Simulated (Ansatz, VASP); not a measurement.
**Two plane-wave programs on SrTiO3**

```
Sr Ti O
1.0
     3.90528    0.00000    0.00000
     0.00000    3.90528    0.00000
     0.00000    0.00000    3.90528
Sr Ti O
1 1 3
Direct
  0.50000 0.50000 0.50000
  0.00000 0.00000 0.00000
  0.50000 0.00000 0.00000
  0.00000 0.50000 0.00000
  0.00000 0.00000 0.50000
```

Alike in both runs: task relaxation of cell and atoms; functional PBE; k mesh 8 × 8 × 8; occupations gaussian, width 0.02 eV; no spin polarisation; Hubbard terms Ti d U = 4.0 eV.

```csv
,VASP,Ansatz
version,VASP 6.6.1,Ansatz 0.2.0
potentials or method,"VASP PAW PBE potentials, release 64 (Sr_sv, Ti_sv, O), cutoff 600 eV","scalar-relativistic, plane waves, PAW"
valence electrons in the cell,40,40
```

```tsv
	VASP	Ansatz	Ansatz less VASP
gap on the k mesh at the Fermi level, each at its own relaxed structure (eV)	2.27	2.30	+0.025
relaxed volume (Å³/atom)	12.49	12.30	-0.191
relaxed cell length with the largest relative difference (Å)	3.967	3.947	-0.0203
```

The programs project onto different local orbitals, so the same U acts differently, and such runs can settle in different states.
